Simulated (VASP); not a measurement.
Set up this calculation in VASP 6.6.1, as the native input.

* Task: relaxation of the atoms
* Functional: PBE
* Potentials or basis: VASP PAW PBE potentials, release 64 (Mg, O)
* Cutoff: 520 eV
* k mesh: 2 × 2 × 2, shifted
* Occupations: gaussian, width 0.02 eV
* Spin: no spin polarisation
* Dipole correction: no
* Further INCAR settings: LREAL = Auto; ALGO = Normal; EDIFF = 1e-06; IBRION = 2; EDIFFG = -0.03; NSW = 45

The structure of MgO lies in POSCAR:

```
MgO
1.0
    4.2535896649     -4.2535896649      4.2535896649
   -4.2535896649      4.2535896649      4.2535896649
   -4.2535896649     -4.2535896649     -4.2535896649
Mg O
16 16
Direct
    0.2414850538      0.7468694459      0.0031523556
    0.4959702234      0.7516128699      0.7462619806
    0.7401578547      0.7453826779      0.4833098299
   -0.0014752035     -0.0095603381      0.9979924526
    0.2544812471     -0.0015537183      0.7548766796
    0.0010604075      0.7564920493      0.2433887082
    0.7613102565      0.2478752590      0.0023592622
    0.5002020662      0.0015620558      0.4997107980
    0.7483190554     -0.0036258043      0.2584513278
    0.0055976419      0.2596861083      0.7524580420
    0.5109291741      0.5092644393      0.0058009183
    0.2568701528      0.2573600918      0.4888772825
    0.7433209856      0.4951223853      0.7461564920
    0.4973129188      0.2494976040      0.2532069600
    0.0025751893      0.5143444192      0.4963359308
    0.2431417962      0.5080723367      0.2535753145
    0.2523338913     -0.0028115468      0.2458145673
    0.4901644804      0.0009098562      0.0002815258
    0.7545493967      0.0020220151      0.7524828746
    0.0059924659      0.2426385252      0.2397567644
    0.2627301428      0.2534368134      0.0000901648
    0.0036502220      0.0005334828      0.4981038284
    0.7459298630      0.5015844196      0.2468752723
    0.4972251324      0.2575580421      0.7523527075
    0.7518737256      0.2518339277      0.5000158283
    0.0004075368      0.4992077719      0.0018319290
    0.4948645502      0.7505959678      0.2383459875
    0.2495259202      0.5059598066      0.7586105392
    0.7521959705      0.7555875268      0.0034273153
    0.4906130966      0.5035678194      0.4955045578
   -0.0072695620      0.7494593829      0.7500041389
    0.2482635766      0.7483149762      0.4966899793
```

One way to write it, as run:

INCAR

```
SYSTEM = MgO
PREC = Accurate
ENCUT = 520
EDIFF = 1E-6
ISMEAR = 0
SIGMA = 0.02
LREAL = Auto
LASPH = .True.
NELM = 60
ALGO = Normal
ISIF = 2
LWAVE = .False.
LCHARG = .False.
GGA = PE
IBRION = 2
NSW = 45
EDIFFG = -0.03
KPAR = 2
```

KPOINTS

```
Automatic mesh
0
Gamma
  2 2 2
  0.5 0.5 0.5
```

Potentials or basis: VASP PAW PBE potentials, release 64 (Mg, O).

Run with:

```console
$ cat potpaw_PBE.64/Mg/POTCAR potpaw_PBE.64/O/POTCAR > POTCAR
$ mpirun -np 2 vasp_std > vasp.out
```

Results of the run:

The energy gained by relaxing is 24.9 meV/atom, the ionic steps are 8 and the pressure after relaxing is -0.7 GPa. The largest force after relaxing is 0.024 eV/Å and the band gap on the k mesh is 5.88 eV.

Caveat: a shifted mesh leaves out Γ, where band edges can lie.

Wall time 5.4 min on 2 MPI ranks on AMD EPYC 9R45 96-Core Processor (Zen 5), on a shared host, peak memory 0.47 GiB a rank.
